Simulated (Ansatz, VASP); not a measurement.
## One calculation of BaTe, two programs

```xyz
2
Lattice="0.0000 3.7967 3.7967 3.7967 0.0000 3.7967 3.7967 3.7967 0.0000" Properties=species:S:1:pos:R:3 pbc="T T T"
Ba    0.0000    0.0000    0.0000
Te    1.8984    1.8984    1.8984
```

Change from the starting cell: hydrostatic strain -3.0%.

Alike in both runs: task single point; functional r2SCAN; k mesh 6 × 6 × 6; no spin polarisation.

|  | VASP | Ansatz |
| --- | --- | --- |
| version | VASP 6.6.1 | Ansatz 0.2.0 |
| potentials or method | VASP PAW PBE potentials, release 64 (Ba_sv, Te) | plane waves, PAW |
| plane-wave cutoff (eV) | 550 | 500 |
| occupations | gaussian, width 0.01 eV | fixed |
| valence electrons in the cell | 16 | 26 |

```csv
,VASP,Ansatz,Ansatz less VASP
gap on the k mesh at the Fermi level (eV),3.07,3.05,-0.018
pressure (GPa),2.4,2.1,-0.28
```

VASP's potentials were made for PBE, not for r2SCAN. VASP's potentials hold 16 valence electrons a cell and Ansatz's 26, so a difference there can come from the potentials and not from the codes.

Neither program's run includes spin-orbit coupling.
